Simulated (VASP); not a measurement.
CrMo3, 4 atoms in the cell. It takes space group Pm-3m (No. 221, cubic). Conventional cell: a = 3.795 Å, b = 3.795 Å, c = 3.795 Å, α = 90.00°, β = 90.00°, γ = 90.00°. Cr (site symmetry m-3m) has 12 Mo at 2.68 Å within 3.5 Å. Mo (site symmetry 4/mmm) has 4 Cr at 2.68 Å and 8 Mo at 2.68 Å within 3.5 Å. 

```yaml
Program: VASP 6.6.1
Task: relaxation of cell and atoms
Functional: PBE
Potentials_or_basis: VASP PAW PBE potentials, release 64 (Cr_pv, Mo_sv)
Cutoff: 600 eV
k_mesh: 4 × 4 × 4
Occupations: gaussian, width 0.1 eV
Spin: collinear spin, ferromagnetic start
Starting_moments: "[0.19, 0.0, 0.0, 0.0] μB"
Dipole_correction: no
Further_INCAR_settings: ALGO = Normal; EDIFF = 1e-06; IBRION = 2; EDIFFG = -0.04; NSW = 90; ISIF = 3
```

Potentials or basis: VASP PAW PBE potentials, release 64 (Cr_pv, Mo_sv).

The run is started by

```sh
$ cat potpaw_PBE.64/Cr_pv/POTCAR potpaw_PBE.64/Mo_sv/POTCAR > POTCAR
$ mpirun -np 1 vasp_std > vasp.out
```

Hardware: 1 thread of Intel(R) Xeon(R) 6975P-C (Granite Rapids) (shared host).

Estimate the wall time of this run.

Wall time 2.2 min on 1 thread of Intel(R) Xeon(R) 6975P-C (Granite Rapids), with other jobs on the host, peak memory 0.21 GiB. Counts: scf iterations 92, k points 10, ion steps 4.
